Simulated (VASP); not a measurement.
# TeW (Fd-3m) in VASP: single point with PBE

Aim: the single point of TeW with PBE.

Everything below comes from runs of VASP 6.6.1. Logs are shortened: lines on timing, memory, paths and dates and some standing lists are left out, and cuts for length are marked.

## 1. The cell of the first run

The structure is cubic, space group Fd-3m (No. 227). The conventional cell has a = 6.848 Å, b = 6.848 Å, c = 6.848 Å, α = 90.00°, β = 90.00°, γ = 90.00°. Te (site symmetry -43m) has 4 Te at 2.97 Å and 10 W at 2.97 to 3.42 Å within 3.9 Å. Within 3.9 Å of W (site symmetry -43m) lie 10 Te at 2.97 to 3.42 Å and 4 W at 2.97 Å.

The cell was generated, and may not be a known phase.

## 2. Single point, PBE

Input file INCAR:

```
PREC = Accurate
ENCUT = 500
EDIFF = 1E-6
ISMEAR = 0
SIGMA = 0.2
LREAL = F
LASPH = T
NELM = 120
ALGO = Normal
ISIF = 2
LWAVE = F
LCHARG = F
GGA = PE
NBANDS = 28
GGA_COMPAT = F
```

Input file KPOINTS:

```
regular mesh
0
Gamma
  4 4 4
```

Input file POSCAR:

```
TeW
1.0
    0.0000000000      3.4238085867      3.4238085867
    3.4238085867      0.0000000000      3.4238085867
    3.4238085867      3.4238085867      0.0000000000
Te W
2 2
Direct
    0.7500000000      0.7500000000      0.7500000000
    0.5000000000      0.5000000000      0.5000000000
    0.0000000000      0.0000000000      0.0000000000
    0.2500000000      0.2500000000      0.2500000000
```

Potentials or basis: VASP PAW PBE potentials, release 64 (Te, W_sv).

Launch:

```
cat potpaw_PBE.64/Te/POTCAR potpaw_PBE.64/W_sv/POTCAR > POTCAR
mpirun -np 1 vasp_std > vasp.out
```

OUTCAR:

```text
PREC = Accurate
   ENCUT = 500
   EDIFF = 1E-6
   ISMEAR = 0
   LREAL = F
   LASPH = T
   NELM = 120
   ISIF = 2
   GGA = PE

 ion  position               nearest neighbor table
   1  0.750  0.750  0.750-   2 2.97   2 2.97   2 2.97   2 2.97   3 2.97   3 2.97   3 2.97   3 2.97
                             4 3.42   4 3.42   4 3.42   4 3.42   4 3.42   4 3.42
   2  0.500  0.500  0.500-   4 2.97   4 2.97   4 2.97   1 2.97   4 2.97   1 2.97   1 2.97   1 2.97
                             3 3.42   3 3.42   3 3.42   3 3.42   3 3.42   3 3.42
   3  0.000  0.000  0.000-   1 2.97   1 2.97   1 2.97   1 2.97   4 2.97   4 2.97   4 2.97   4 2.97
                             2 3.42   2 3.42   2 3.42   2 3.42   2 3.42   2 3.42
   4  0.250  0.250  0.250-   3 2.97   3 2.97   3 2.97   2 2.97   3 2.97   2 2.97   2 2.97   2 2.97
                             1 3.42   1 3.42   1 3.42   1 3.42   1 3.42   1 3.42

  LATTYP: Found a face centered cubic cell.
 ALAT       =     6.8476171734

  Lattice vectors:

 A1 = (   0.0000000000,   3.4238085867,   3.4238085867)
 A2 = (   3.4238085867,   0.0000000000,   3.4238085867)
 A3 = (   3.4238085867,   3.4238085867,   0.0000000000)

Analysis of symmetry for initial positions (statically):
=====================================================================
 Subroutine PRICEL returns:
 Original cell was already a primitive cell.

 Routine SETGRP: Setting up the symmetry group for a
 face centered cubic supercell.

 Subroutine GETGRP returns: Found 48 space group operations
 (whereof 24 operations were pure point group operations)
 out of a pool of 48 trial point group operations.

The static configuration has the point symmetry T_d .
 The point group associated with its full space group is O_h .

Analysis of symmetry for dynamics (positions and initial velocities):
=====================================================================
 Subroutine PRICEL returns:
 Original cell was already a primitive cell.

 Routine SETGRP: Setting up the symmetry group for a
 face centered cubic supercell.

 Subroutine GETGRP returns: Found 48 space group operations
 (whereof 24 operations were pure point group operations)
 out of a pool of 48 trial point group operations.

The dynamic configuration has the point symmetry T_d .
 The point group associated with its full space group is O_h .

 Subroutine INISYM returns: Found 48 space group operations
 (whereof 24 operations are pure point group operations),
 and found     1 'primitive' translations

----------------------------------------------------------------------------------------

                                     Primitive cell

  volume of cell :      80.2710

  direct lattice vectors                    reciprocal lattice vectors
     0.000000000  3.423808587  3.423808587    -0.146036201  0.146036201  0.146036201
     3.423808587  0.000000000  3.423808587     0.146036201 -0.146036201  0.146036201
     3.423808587  3.423808587  0.000000000     0.146036201  0.146036201 -0.146036201

  length of vectors
     4.841996538  4.841996538  4.841996538     0.252942120  0.252942120  0.252942120

  position of ions in fractional coordinates (direct lattice)
     0.750000000  0.750000000  0.750000000
     0.500000000  0.500000000  0.500000000
     0.000000000  0.000000000  0.000000000
     0.250000000  0.250000000  0.250000000

  ion indices of the primitive-cell ions
   primitive index   ion index
                 1           1
                 2           2
                 3           3
                 4           4

----------------------------------------------------------------------------------------

 KPOINTS: regular mesh

Automatic generation of k-mesh.
 Grid dimensions read from file:
 generate k-points for:    4    4    4

 Generating k-lattice:

  Cartesian coordinates                     Fractional coordinates (reciprocal lattice)
    -0.036509050  0.036509050  0.036509050     0.250000000  0.000000000  0.000000000
     0.036509050 -0.036509050  0.036509050     0.000000000  0.250000000  0.000000000
     0.036509050  0.036509050 -0.036509050     0.000000000  0.000000000  0.250000000

  Length of vectors
     0.063235530  0.063235530  0.063235530

  Shift w.r.t. Gamma in fractional coordinates (k-lattice)
     0.000000000  0.000000000  0.000000000

 Subroutine IBZKPT returns following result:
 ===========================================

 Found      8 irreducible k-points:

 Following reciprocal coordinates:
            Coordinates               Weight
  0.000000  0.000000  0.000000      1.000000
  0.250000  0.000000  0.000000      8.000000
  0.500000  0.000000  0.000000      4.000000
  0.250000  0.250000  0.000000      6.000000
  0.500000  0.250000  0.000000     24.000000
 -0.250000  0.250000  0.000000     12.000000
  0.500000  0.500000  0.000000      3.000000
 -0.250000  0.500000  0.250000      6.000000
   k-points           NKPTS =      8   k-points in BZ     NKDIM =      8   number of bands    NBANDS=     28
   number of dos      NEDOS =    301   number of ions     NIONS =      4
   total plane-waves  NPLWV =  46656
   dimension x,y,z NGX =    36 NGY =   36 NGZ =   36
   dimension x,y,z NGXF=    72 NGYF=   72 NGZF=   72
   ions per type =               2   2
   NGX,Y,Z   is equivalent  to a cutoff of  12.36, 12.36, 12.36 a.u.
   NGXF,Y,Z  is equivalent  to a cutoff of  24.72, 24.72, 24.72 a.u.
 SYSTEM =  unknown system
   PREC   = accura    normal or accurate (medium, high low for compatibility)
   ISTART =      0    job   : 0-new  1-cont  2-samecut
   ICHARG =      2    charge: 1-file 2-atom 10-const
   ISPIN  =      1    spin polarized calculation?
   LNONCOLLINEAR =      F non collinear calculations
   LSORBIT =      F    spin-orbit coupling
   LASPH  =      T    aspherical Exc in radial PAW
   ENCUT  =  500.0 eV  36.75 Ry    6.06 a.u.   8.83  8.83  8.83*2*pi/ulx,y,z
   NELM   =    120;   NELMIN=  2; NELMDL= -5     # of ELM steps
   EDIFF  = 0.1E-05   stopping-criterion for ELM
   LREAL  =      F    real-space projection
   EDIFFG = 0.1E-04   stopping-criterion for IOM
   NSW    =      0    number of steps for IOM
   IBRION =     -1    ionic relax: 0-MD 1-quasi-New 2-CG
   NFREE  =      0    steps in history (QN), initial steepest desc. (CG)
   ISIF   =      2    stress and relaxation
   ISYM   =      2    0-nonsym 1-usesym 2-fastsym
   POTIM  = 0.5000    time-step for ionic-motion
   TEBEG  =    0.0;   TEEND  =   0.0 temperature during run
   PSTRESS=    0.0 pullay stress
   NELECT =      40.0000    total number of electrons
   NUPDOWN=      -1.0000    fix difference up-down
   EMIN   =  10.00;   EMAX   =-10.00  energy-range for DOS
   EFERMI =   0.00;   METHOD = LEGACY
   ISMEAR =     0;   SIGMA  =   0.20  broadening in eV -4-tet -1-fermi 0-gaus
   EFERMI_NEDOS =   21; number of points for ismear=-14 and -15
   IALGO  =     38    algorithm
   IMIX   =      4    mixing-type and parameters
     AMIX     =   0.40;   BMIX     =  1.00
     AMIX_MAG =   1.60;   BMIX_MAG =  1.00
  volume/ion in A,a.u.               =      20.07       135.42
  Fermi-wavevector in a.u.,A,eV,Ry     =   1.297902  2.452680 22.919701  1.684551
  Thomas-Fermi vector in A             =   2.429265
   LORBIT       =      0    0 simple, 1 ext, 2 COOP (PROOUT), +10 PAW based schemes
   GGA     = PE    functional components
   LHFCALC =     F    Hartree Fock is set to
   AEXX    =    0.0000 exact exchange contribution
   IVDW    =     0    specifies the selected vdW correction
   LEPSILON=     F    determine dielectric tensor
   LRPA    =     F    only Hartree local field effects (RPA)
 non-spin polarized calculation
 Gauss-broadening in eV      SIGMA  =   0.20
  energy-cutoff  :      500.00
  volume of cell :       80.27
 maximum number of plane-waves:      2085
   NGX = 17   NGY = 17   NGZ = 17

 number of electron      40.0000000 magnetization

 Free energy of the ion-electron system (eV)
  ---------------------------------------------------
  ext. energy  EPLUGINS =         0.00000000
  ---------------------------------------------------
  free energy    TOTEN  =       -27.11345415 eV

  energy without entropy =      -27.00916729  energy(sigma->0) =      -27.06131072

 E-fermi :  11.2934     XC(G=0): -12.0091

 val. band max:       11.2842308689   @ k =   0.2500   0.2500   0.0000
 cond. band min:      11.3235510637   @ k =   0.5000   0.2500   0.0000
 fundamental gap:      0.0393201948
 Fermi energy:        11.2934481297

 k-point     1 :       0.0000    0.0000    0.0000
  band No.  band energies     occupation
      1     -63.0473      2.00000
      2     -63.0057      2.00000
      3     -27.3169      2.00000
      4     -27.3169      2.00000
      5     -27.3169      2.00000
      6     -27.1040      2.00000
[... 20 lines left out ...]
     27      15.4559      0.00000
     28      15.8837      0.00000

 k-point     2 :       0.2500    0.0000    0.0000
  band No.  band energies     occupation
      1     -63.0429      2.00000
      2     -63.0101      2.00000
      3     -27.3283      2.00000
      4     -27.3283      2.00000
      5     -27.3137      2.00000
      6     -27.1103      2.00000
[... 20 lines left out ...]
     27      13.8555      0.00000
     28      16.7637      0.00000

 k-point     3 :       0.5000    0.0000    0.0000
  band No.  band energies     occupation
      1     -63.0369      2.00000
      2     -63.0161      2.00000
      3     -27.3387      2.00000
      4     -27.3387      2.00000
      5     -27.3112      2.00000
      6     -27.1159      2.00000
[... 20 lines left out ...]
     27      14.3907      0.00000
     28      14.6110      0.00000

 k-point     4 :       0.2500    0.2500    0.0000
  band No.  band energies     occupation
      1     -63.0412      2.00000
      2     -63.0118      2.00000
      3     -27.3408      2.00000
      4     -27.3408      2.00000
      5     -27.2871      2.00000
      6     -27.1374      2.00000
[... 20 lines left out ...]
     27      14.3126      0.00000
     28      14.5722      0.00000

 k-point     5 :       0.5000    0.2500    0.0000
  band No.  band energies     occupation
      1     -63.0338      2.00000
      2     -63.0191      2.00000
      3     -27.3594      2.00000
      4     -27.3503      2.00000
      5     -27.2628      2.00000
      6     -27.1625      2.00000
[... 20 lines left out ...]
     27      15.0192      0.00000
     28      15.5345      0.00000

 k-point     6 :      -0.2500    0.2500    0.0000
  band No.  band energies     occupation
      1     -63.0369      2.00000
      2     -63.0161      2.00000
      3     -27.3572      2.00000
      4     -27.3388      2.00000
      5     -27.2817      2.00000
      6     -27.1424      2.00000
[... 20 lines left out ...]
     27      15.4599      0.00000
     28      15.4885      0.00000

 k-point     7 :       0.5000    0.5000    0.0000
  band No.  band energies     occupation
      1     -63.0265      2.00000
      2     -63.0265      2.00000
      3     -27.3611      2.00000
      4     -27.3611      2.00000
      5     -27.2141      2.00000
      6     -27.2141      2.00000
[... 20 lines left out ...]
     27      15.1091      0.00000
     28      15.1091      0.00000

 k-point     8 :      -0.2500    0.5000    0.2500
  band No.  band energies     occupation
      1     -63.0265      2.00000
      2     -63.0265      2.00000
      3     -27.3621      2.00000
      4     -27.3621      2.00000
      5     -27.2124      2.00000
      6     -27.2124      2.00000
[... 20 lines left out ...]
     27      14.0684      0.00000
     28      14.0684      0.00000

------------------------ aborting loop because EDIFF is reached ----------------------------------------

  FORCE on cell =-STRESS in cart. coord.  units (eV):
  Direction    XX          YY          ZZ          XY          YZ          ZX
  --------------------------------------------------------------------------------------
  -------------------------------------------------------------------------------------
  Total        0.0241968      0.0241968      0.0241968      0.0000000      0.0000000      0.0000000
  in kB        0.4829598      0.4829598      0.4829598      0.0000000      0.0000000      0.0000000
  external PRESSURE =       0.4829598 kB  Pullay stress =       0.0000000 kB

 VOLUME and BASIS-vectors are now :
 -----------------------------------------------------------------------------
  energy-cutoff  :      500.00
  volume of cell :       80.27
      direct lattice vectors                 reciprocal lattice vectors
     0.000000000  3.423808587  3.423808587    -0.146036201  0.146036201  0.146036201
     3.423808587  0.000000000  3.423808587     0.146036201 -0.146036201  0.146036201
     3.423808587  3.423808587  0.000000000     0.146036201  0.146036201 -0.146036201

 POSITION                                       TOTAL-FORCE (eV/Angst)
 -----------------------------------------------------------------------------------
      5.13571      5.13571      5.13571        -0.000000     -0.000000      0.000000
      3.42381      3.42381      3.42381         0.000000      0.000000      0.000000
      0.00000      0.00000      0.00000         0.000000      0.000000      0.000000
      1.71190      1.71190      1.71190        -0.000000     -0.000000     -0.000000
 -----------------------------------------------------------------------------------
    total drift:                                0.000000      0.000000      0.000000

  FREE ENERGIE OF THE ION-ELECTRON SYSTEM (eV)
  ---------------------------------------------------
  free  energy   TOTEN  =       -27.1134541479 eV

  energy  without entropy=      -27.0091672896  energy(sigma->0) =      -27.06131072
```

Run time: 16 s. Hardware: 1 thread of AMD EPYC 7R13 (Zen 3), shared host; peak memory 0.17 GiB.

What came out:

```yaml
Free_energy: -27.1135 eV
Pressure: 0.0 GPa
Band_gap_on_the_k_mesh: zero (bands 20 and 21 overlap by 1.30 eV)
```

Caveat: the k points lie up to 0.40 Å⁻¹ apart, too coarse for converged energies and pressures of a metal; spin-orbit coupling is left out, which moves the levels of the heavy elements.

The gap in the log of VASP goes by the Fermi energy; the results here count the filled bands.